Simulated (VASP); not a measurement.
System: Te.

```xyz
1
Lattice="14.0000 0.0000 0.0000 0.0000 14.4000 0.0000 0.0000 0.0000 14.8000" Properties=species:S:1:pos:R:3 pbc="T T T"
Te    7.0000    7.2000    7.4000
```

Base run:

```yaml
Program: VASP 6.6.1
Functional: PBE0
Potentials_or_basis: VASP PAW PBE potentials, release 64 (Te)
Cutoff: 520 eV
k_mesh: 1 × 1 × 1
Occupations: fermi-dirac, width 0.01 eV
Spin: collinear spin
Starting_moments: "[2.0] μB"
```

Its results: band gap on the k mesh 2.27 eV; pressure 0.0 GPa; net moment 2.00 μB per cell; site moments Te +1.02 μB.

Problem. The run is repeated on the same cell with these changes: functional from PBE0 to HSE06. What comes out?

Solution. Band gap on the k mesh 1.48 eV; pressure 0.0 GPa; net moment 2.00 μB per cell; site moments Te +1.02 μB.

Caveats: the PAW data sets were made with another functional, which shifts forces and pressure a little; spin-orbit coupling is left out, which moves the levels of the heavy elements.

A k mesh can miss the band edges.
